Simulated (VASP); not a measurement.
A run of VASP 6.6.1 is set up as follows.

INCAR

```
PREC = Accurate ; ENCUT = 520
EDIFF = 1E-7 ; ISMEAR = -1
SIGMA = 0.1 ; LREAL = F
LASPH = T ; NELM = 80
ALGO = Normal ; ISIF = 2
LWAVE = F ; LCHARG = T
GGA = PS ; LELF = T
LVHAR = T ; NBANDS = 9
```

Contents of KPOINTS:

```
regular mesh
0
Gamma
  13 13 13
```

The input POSCAR:

```
Te
1.0
    0.0000000000      2.3760217786      2.3760217786
    2.3760217786      0.0000000000      2.3760217786
    2.3760217786      2.3760217786      0.0000000000
Te
1
Direct
    0.0000000000      0.0000000000      0.0000000000
```

Potentials or basis: VASP PAW PBE potentials, release 64 (Te).

Run with:

```sh
$ cat potpaw_PBE.64/Te/POTCAR > POTCAR
$ mpirun -np 1 vasp_std > vasp.out
```

What does it give for the band gap on the k mesh?

Zero (band 3 reaches 11.82 eV, above the bottom of band 4 at 6.41 eV).

What does it give for the pressure?

-0.2 GPa.

Caveat: the PAW data sets were made with another functional, which shifts forces and pressure a little; spin-orbit coupling is left out, which moves the levels of the heavy elements.
